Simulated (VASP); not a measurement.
Here is a VASP 6.6.1 calculation.

Contents of INCAR:

```
PREC = Accurate
ENCUT = 600
EDIFF = 1E-8
ISMEAR = -1
SIGMA = 0.05
LREAL = F
LASPH = T
NELM = 100
ALGO = Fast
ISIF = 3
LWAVE = F
LCHARG = T
GGA = PS
NBANDS = 10
IBRION = 6
NFREE = 2
POTIM = 0.015
NSW = 1
```

File KPOINTS:

```
Automatic mesh
0
Gamma
  10 10 10
```

File POSCAR:

```
Ir
1.0
    0.0000000000      1.9156000000      1.9156000000
    1.9156000000      0.0000000000      1.9156000000
    1.9156000000      1.9156000000      0.0000000000
Ir
1
Direct
    0.0000000000      0.0000000000      0.0000000000
```

Potentials or basis: VASP PAW PBE potentials, release 64 (Ir).

Launch:

```console
$ cat potpaw_PBE.64/Ir/POTCAR > POTCAR
$ mpirun -np 1 vasp_std > vasp.out
```

Task: Estimate the elastic constants C11, C12, C44.

Result: 640, 270, 282 GPa.

Task: Predict the Voigt bulk modulus.

Result: 394 GPa.

Clamped-ion elastic tensor (GPa):
```
640 270 270   0   0   0
270 640 270   0   0   0
270 270 640   0   0   0
  0   0   0 282   0   0
  0   0   0   0 282   0
  0   0   0   0   0 282
```

Caveat: the PAW data sets were made with another functional, which shifts forces and pressure a little.
